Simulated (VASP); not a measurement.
# H8SO6 in VASP: a series of runs

The runs below take H8SO6 through single point, with PBE+D3(BJ).

Program: VASP 6.6.1. These are calculated values, not measurements. Logs are shortened: lines on timing, memory, paths and dates and some standing lists are left out, and cuts for length are marked.

## 1. The cell of the first run

The cell holds an amorphous packing of atoms, 15 atoms: a = 5.589 Å, b = 5.589 Å, c = 5.589 Å, α = 90.00°, β = 90.00°, γ = 90.00°.

## 2. Single point, PBE+D3(BJ)

INCAR reads:

```
PREC = Accurate
ENCUT = 520
EDIFF = 1E-7
ISMEAR = -1
SIGMA = 0.02
LREAL = Auto
LASPH = True
NELM = 60
ALGO = Normal
ISIF = 2
LWAVE = False
LCHARG = False
GGA = PE
IVDW = 12
NBANDS = 38
```

KPOINTS reads:

```
regular mesh
0
Gamma
  1 1 1
```

POSCAR reads:

```
H8SO6
1.0
    5.5891800000      0.0000000000      0.0000000000
    0.0000000000      5.5891800000      0.0000000000
    0.0000000000      0.0000000000      5.5891800000
O H S
6 8 1
Direct
    0.7736913107      0.4834877388      0.4813765168
    0.5030254885      0.1461931804      0.7107482672
    0.2048779964      0.7779316465      0.5349443031
    0.2392658673      0.3374734755      0.2592866932
    0.8630604132      0.9155010216      0.2297116929
    0.6615818421      0.6370344129      0.0089637478
    0.9210295607      0.5406338676      0.5907843369
    0.6691858197      0.3951742474      0.6042210127
    0.6632994464      0.1340089244      0.6286789833
    0.3550789203      0.1606854673      0.6322394340
    0.0457848915      0.8576213326      0.5023634952
    0.2450806737      0.6796166880      0.4074479620
    0.3947269546      0.3573869512      0.1730307487
    0.1080659417      0.3137311734      0.1580374939
    0.6222916421      0.8269549379      0.1742831686
```

Potentials or basis: VASP PAW PBE potentials, release 64 (O, H, S).

Command:

```
cat potpaw_PBE.64/O/POTCAR potpaw_PBE.64/H/POTCAR potpaw_PBE.64/S/POTCAR > POTCAR
mpirun -np 1 vasp_gam > vasp.out
```

OUTCAR:

```text
PREC = Accurate
   ENCUT = 520
   EDIFF = 1E-7
   ISMEAR = -1
   LREAL = Auto
   LASPH = True
   NELM = 60
   ISIF = 2
   GGA = PE
   IVDW = 12
 IVDW          = 12

 ion  position               nearest neighbor table
   1  0.774  0.483  0.481-   8 1.03   7 1.07
   2  0.503  0.146  0.711-  10 0.94   9 1.01
   3  0.205  0.778  0.535-  12 0.93  11 1.01
   4  0.239  0.337  0.259-  14 0.94  13 1.00
   5  0.863  0.916  0.230-  15 1.47
   6  0.662  0.637  0.009-  15 1.42
   7  0.921  0.541  0.591-   1 1.07
   8  0.669  0.395  0.604-   1 1.03
   9  0.663  0.134  0.629-   2 1.01
  10  0.355  0.161  0.632-   2 0.94
  11  0.046  0.858  0.502-   3 1.01
  12  0.245  0.680  0.407-   3 0.93
  13  0.395  0.357  0.173-   4 1.00
  14  0.108  0.314  0.158-   4 0.94
  15  0.622  0.827  0.174-   6 1.42   5 1.47

  LATTYP: Found a simple cubic cell.
 ALAT       =     5.5891800000

  Lattice vectors:

 A1 = (   5.5891800000,   0.0000000000,   0.0000000000)
 A2 = (   0.0000000000,   5.5891800000,   0.0000000000)
 A3 = (   0.0000000000,   0.0000000000,   5.5891800000)

Analysis of symmetry for initial positions (statically):
=====================================================================
 Subroutine PRICEL returns:
 Original cell was already a primitive cell.

 Routine SETGRP: Setting up the symmetry group for a
 simple cubic supercell.

 Subroutine GETGRP returns: Found  1 space group operations
 (whereof  1 operations were pure point group operations)
 out of a pool of 48 trial point group operations.

The static configuration has the point symmetry C_1 .

Analysis of symmetry for dynamics (positions and initial velocities):
=====================================================================
 Subroutine PRICEL returns:
 Original cell was already a primitive cell.

 Routine SETGRP: Setting up the symmetry group for a
 simple cubic supercell.

 Subroutine GETGRP returns: Found  1 space group operations
 (whereof  1 operations were pure point group operations)
 out of a pool of 48 trial point group operations.

The dynamic configuration has the point symmetry C_1 .

 Subroutine INISYM returns: Found  1 space group operations
 (whereof  1 operations are pure point group operations),
[... 108 lines left out ...]
   PSTRESS=    0.0 pullay stress
   NELECT =      50.0000    total number of electrons
   NUPDOWN=      -1.0000    fix difference up-down
   EMIN   =  10.00;   EMAX   =-10.00  energy-range for DOS
   EFERMI =   0.00;   METHOD = LEGACY
   ISMEAR =    -1;   SIGMA  =   0.02  broadening in eV -4-tet -1-fermi 0-gaus
   EFERMI_NEDOS =   21; number of points for ismear=-14 and -15
   IALGO  =     38    algorithm
   IMIX   =      4    mixing-type and parameters
     AMIX     =   0.40;   BMIX     =  1.00
     AMIX_MAG =   1.60;   BMIX_MAG =  1.00
  volume/ion in A,a.u.               =      11.64        78.55
  Fermi-wavevector in a.u.,A,eV,Ry     =   1.079071  2.039149 15.842549  1.164394
  Thomas-Fermi vector in A             =   2.215027
   LORBIT       =      0    0 simple, 1 ext, 2 COOP (PROOUT), +10 PAW based schemes
   GGA     = PE    functional components
   LHFCALC =     F    Hartree Fock is set to
   AEXX    =    0.0000 exact exchange contribution
   IVDW    =    12    specifies the selected vdW correction
   LEPSILON=     F    determine dielectric tensor
   LRPA    =     F    only Hartree local field effects (RPA)
 non-spin polarized calculation
  energy-cutoff  :      520.00
  volume of cell :      174.60
 maximum number of plane-waves:      2349
 NGX is ok and might be reduce to    42
   NGX = 21   NGY = 21   NGZ = 21

 number of electron      50.0000005 magnetization

 Free energy of the ion-electron system (eV)
  ---------------------------------------------------
  ext. energy  EPLUGINS =         0.00000000
  ---------------------------------------------------
  free energy    TOTEN  =       -73.72673223 eV

  energy without entropy =      -73.72673223  energy(sigma->0) =      -73.72673223

 E-fermi :  -2.1900     XC(G=0):  -7.1941

 val. band max:       -2.7105310823   @ k =   0.0000   0.0000   0.0000
 cond. band min:      -0.0943977332   @ k =   0.0000   0.0000   0.0000
 fundamental gap:      2.6161333491
 Fermi energy:        -2.1899610393

 k-point     1 :       0.0000    0.0000    0.0000
  band No.  band energies     occupation
      1     -24.6436      2.00000
      2     -21.6396      2.00000
      3     -21.5188      2.00000
      4     -21.2803      2.00000
      5     -20.9111      2.00000
      6     -20.3746      2.00000
[... 29 lines left out ...]
     36       8.4697      0.00000
     37       8.9838      0.00000
 [bands above 37 left out]

------------------------ aborting loop because EDIFF is reached ----------------------------------------

 Edisp (eV)   -0.70590

 E8    (eV) :    -0.1680

  FORCE on cell =-STRESS in cart. coord.  units (eV):
  Direction    XX          YY          ZZ          XY          YZ          ZX
  --------------------------------------------------------------------------------------
  -------------------------------------------------------------------------------------
  Total      -6.45001     3.55876     2.95927     1.85970     3.55772     2.82855
  in kB     -59.18705    32.65618    27.15505    17.06508    32.64657    25.95551
  external pressure =        0.21 kB  Pullay stress =        0.00 kB

 VOLUME and BASIS-vectors are now :
 -----------------------------------------------------------------------------
  energy-cutoff  :      520.00
  volume of cell :      174.60
      direct lattice vectors                 reciprocal lattice vectors
     5.589180000  0.000000000  0.000000000     0.178917122  0.000000000  0.000000000
     0.000000000  5.589180000  0.000000000     0.000000000  0.178917122  0.000000000
     0.000000000  0.000000000  5.589180000     0.000000000  0.000000000  0.178917122

 POSITION                                       TOTAL-FORCE (eV/Angst)
 -----------------------------------------------------------------------------------
      4.32430      2.70230      2.69050         1.435574     -0.066717      3.001216
      2.81150      0.81710      3.97250         3.415655      0.066376      2.414668
      1.14510      4.34800      2.98990        -1.794484      2.146843      2.897512
      1.33730      1.88620      1.44920         2.933523      0.630825      1.467092
      4.82380      5.11690      1.28390        -0.548833      1.783264      0.847891
      3.69770      3.56050      0.05010        -1.592104     -1.724124     -1.523955
      5.14780      3.02170      3.30200        -2.093510     -0.736658     -1.912495
      3.74020      2.20870      3.37710         0.455601      1.445801     -0.972619
      3.70730      0.74900      3.51380        -2.309837     -0.555038     -0.224197
      1.98460      0.89810      3.53370        -0.789109     -0.189377     -2.025550
      0.25590      4.79340      2.80780         1.574724     -0.757127     -0.486300
      1.36980      3.79850      2.27730        -0.041981     -1.722973     -2.161864
      2.20620      1.99750      0.96710        -1.394632     -0.271767     -0.053069
      0.60400      1.75350      0.88330        -1.232751     -0.269008     -1.460920
      3.47810      4.62200      0.97410         1.982166      0.219679      0.192590
 -----------------------------------------------------------------------------------
    total drift:                                0.001003     -0.001988     -0.002653

  FREE ENERGIE OF THE ION-ELECTRON SYSTEM (eV)
  ---------------------------------------------------
  free  energy   TOTEN  =       -74.4326352415 eV

  energy  without entropy=      -74.4326352415  energy(sigma->0) =      -74.43263524
```

It took 17 s on 1 thread of Intel Xeon Platinum 8488C (Sapphire Rapids), shared host; peak memory 0.25 GiB.

What came out:

- Free energy: -74.4326 eV
- Pressure: 0.0 GPa
- Largest force: 4.184 eV/Å
- Band gap on the k mesh: 2.62 eV
- Dispersion energy per atom: -0.047 eV

Forces in eV/Å, atoms in the order of the input:
```
O    1.436 -0.067  3.001
O    3.416  0.066  2.415
O   -1.794  2.147  2.898
O    2.934  0.631  1.467
O   -0.549  1.783  0.848
O   -1.592 -1.724 -1.524
H   -2.094 -0.737 -1.912
H    0.456  1.446 -0.973
H   -2.310 -0.555 -0.224
H   -0.789 -0.189 -2.026
H    1.575 -0.757 -0.486
H   -0.042 -1.723 -2.162
H   -1.395 -0.272 -0.053
H   -1.233 -0.269 -1.461
S    1.982  0.220  0.193
```

Stress tensor (GPa, compression positive):
```
-5.92  1.71  2.60
 1.71  3.27  3.26
 2.60  3.26  2.72
```

Caveat: the k points lie up to 1.12 Å⁻¹ apart.

## 3. Single point, PBE+D3(BJ)

This run uses another cell than the first one, of 12.10 Å³/atom, 1.040 times its volume.

INCAR reads:

```
SYSTEM = H8SO6
ALGO = Normal
EDIFF = 1E-7
ENCUT = 520
GGA = PE
ISIF = 2
ISMEAR = -1
IVDW = 12
LASPH = .TRUE.
LCHARG = .FALSE.
LREAL = Auto
LWAVE = .FALSE.
NBANDS = 38
NELM = 60
PREC = Accurate
SIGMA = 0.02
```

KPOINTS reads:

```
k-points
0
G
  1 1 1
  0 0 0
```

POSCAR reads:

```
H8SO6
1.0
    5.9409780000      0.0000000000      0.0000000000
    0.0000000000      5.4885520000      0.0000000000
    0.0000000000      0.0000000000      5.5676640000
O H S
6 8 1
Direct
    0.7564916079      0.4881433209      0.4909779038
    0.5393893059      0.1606799025      0.7182725107
    0.1565062183      0.7375715854      0.5478060458
    0.1684571126      0.3566150052      0.2817878378
    0.8558860174      0.8911640083      0.2453093434
    0.6280279106      0.5894997442      0.0042567224
    0.9190237702      0.5729015595      0.5175420068
    0.7233825811      0.3664718855      0.6247323833
    0.6073915776      0.0039901234      0.6591633403
    0.3863168657      0.1050914704      0.7556849695
    0.1910796505      0.7495055162      0.3890680185
    0.2737764725      0.6306034816      0.6037900276
    0.3306357977      0.3070208682      0.3150872610
    0.0731192743      0.2088893391      0.2568581725
    0.6379925999      0.7998102232      0.1686883404
```

Potentials or basis: VASP PAW PBE potentials, release 64 (O, H, S).

Command:

```
cat potpaw_PBE.64/O/POTCAR potpaw_PBE.64/H/POTCAR potpaw_PBE.64/S/POTCAR > POTCAR
mpirun -np 1 vasp_gam > vasp.out
```

OUTCAR:

```text
SYSTEM = H8SO6
   EDIFF = 1E-7
   ENCUT = 520
   GGA = PE
   ISIF = 2
   ISMEAR = -1
   IVDW = 12
   LASPH = .TRUE.
   LREAL = Auto
   NELM = 60
   PREC = Accurate
 IVDW          = 12

 ion  position               nearest neighbor table
   1  0.756  0.488  0.491-   8 1.02   7 1.08
   2  0.539  0.161  0.718-  10 0.98   9 1.01
   3  0.157  0.738  0.548-  11 0.91  12 0.96
   4  0.168  0.357  0.282-  14 1.00  13 1.02
   5  0.856  0.891  0.245-  15 1.45
[... 262 lines left out ...]
  energy-cutoff  :      520.00
  volume of cell :      181.55
      direct lattice vectors                 reciprocal lattice vectors
     5.940978000  0.000000000  0.000000000     0.168322455  0.000000000  0.000000000
     0.000000000  5.488552000  0.000000000     0.000000000  0.182197417  0.000000000
     0.000000000  0.000000000  5.567664000     0.000000000  0.000000000  0.179608540

 POSITION                                       TOTAL-FORCE (eV/Angst)
 -----------------------------------------------------------------------------------
      4.49430      2.67920      2.73360         1.930820      0.299297      1.090297
      3.20450      0.88190      3.99910        -0.068982     -2.296366     -0.102580
      0.92980      4.04820      3.05000        -0.559756      0.642791      4.178334
      1.00080      1.95730      1.56890         1.355408     -1.308171     -0.246389
      5.08480      4.89120      1.36580         0.081968      0.552477     -0.667247
      3.73110      3.23550      0.02370        -0.103215      1.445219      0.717969
      5.45990      3.14440      2.88150        -2.344729     -1.332490     -0.051877
      4.29760      2.01140      3.47830         0.228007      1.500757     -1.103715
      3.60850      0.02190      3.67000        -0.274147      0.993778      0.287944
      2.29510      0.57680      4.20740         0.038780      0.358653     -0.012499
      1.13520      4.11370      2.16620         0.425525      0.345672     -3.987913
      1.62650      3.46110      3.36170         0.272717     -0.535876      0.557278
      1.96430      1.68510      1.75430        -1.818492     -0.026443     -0.485394
      0.43440      1.14650      1.43010         0.849076      0.766246      0.260050
      3.79030      4.38980      0.93920        -0.012979     -1.405544     -0.434259
 -----------------------------------------------------------------------------------
    total drift:                                0.005044      0.001946     -0.002642

  FREE ENERGIE OF THE ION-ELECTRON SYSTEM (eV)
  ---------------------------------------------------
  free  energy   TOTEN  =       -74.8718223940 eV

  energy  without entropy=      -74.8718223940  energy(sigma->0) =      -74.87182239
```

OSZICAR:

```text
N       E                     dE             d eps       ncg     rms          rms(c)
DAV:   1     0.389678687289E+03    0.38968E+03   -0.27291E+04    76   0.121E+03
DAV:   2    -0.482223402058E+02   -0.43790E+03   -0.42067E+03    98   0.292E+02
DAV:   3    -0.828938041802E+02   -0.34671E+02   -0.34476E+02    96   0.870E+01
DAV:   4    -0.833935413188E+02   -0.49974E+00   -0.49853E+00    88   0.118E+01
DAV:   5    -0.833997883768E+02   -0.62471E-02   -0.62464E-02    90   0.133E+00    0.375E+01
DAV:   6    -0.744559832494E+02    0.89438E+01   -0.28000E+01    82   0.296E+01    0.187E+01
DAV:   7    -0.742945163838E+02    0.16147E+00   -0.22663E+00    96   0.892E+00    0.933E+00
DAV:   8    -0.741965833597E+02    0.97933E-01   -0.24108E-01    96   0.323E+00    0.176E+00
DAV:   9    -0.741909577699E+02    0.56256E-02   -0.25961E-02    96   0.137E+00    0.383E-01
DAV:  10    -0.741924903141E+02   -0.15325E-02   -0.73050E-03    88   0.531E-01    0.236E-01
DAV:  11    -0.741935716610E+02   -0.10813E-02   -0.20452E-03    88   0.243E-01    0.114E-01
DAV:  12    -0.741938524610E+02   -0.28080E-03   -0.51448E-04    88   0.138E-01    0.439E-02
DAV:  13    -0.741938463646E+02    0.60963E-05   -0.88319E-05    88   0.541E-02    0.223E-02
DAV:  14    -0.741938432045E+02    0.31601E-05   -0.20117E-05    88   0.259E-02    0.803E-03
DAV:  15    -0.741938426839E+02    0.52061E-06   -0.17563E-06    96   0.939E-03    0.386E-03
DAV:  16    -0.741938426002E+02    0.83680E-07   -0.13893E-06    88   0.814E-03    0.123E-03
DAV:  17    -0.741938425786E+02    0.21553E-07   -0.16003E-07    72   0.253E-03
   1 F= -.74871822E+02 E0= -.74871822E+02  d E =-.678196E-11
```

stdout:

```text
POSCAR found type information on POSCAR O H S
 POSCAR found :  3 types and      15 ions
 scaLAPACK will be used
 LDA part: xc-table for (Slater+PW92), standard interpolation
 POSCAR, INCAR and KPOINTS ok, starting setup
 FFT: planning ... GRIDC
 FFT: planning ... GRID_SOFT
 FFT: planning ... GRID
 WAVECAR not read
 entering main loop
```

It took 20 s on 1 thread of Intel Xeon Platinum 8488C (Sapphire Rapids), shared host; peak memory 0.26 GiB.

Results:

| Item | Value |
| --- | --- |
| Free energy | -74.8718 eV |
| Pressure | -1.4 GPa |
| Largest force | 4.264 eV/Å |
| Band gap on the k mesh | 2.32 eV |
| Dispersion energy per atom | -0.045 eV |

Forces on the atoms (eV/Å):
```
O    1.931  0.299  1.090
O   -0.069 -2.296 -0.103
O   -0.560  0.643  4.178
O    1.355 -1.308 -0.246
O    0.082  0.552 -0.667
O   -0.103  1.445  0.718
H   -2.345 -1.332 -0.052
H    0.228  1.501 -1.104
H   -0.274  0.994  0.288
H    0.039  0.359 -0.012
H    0.426  0.346 -3.988
H    0.273 -0.536  0.557
H   -1.818 -0.026 -0.485
H    0.849  0.766  0.260
S   -0.013 -1.406 -0.434
```

Caveat: the k points lie up to 1.14 Å⁻¹ apart.
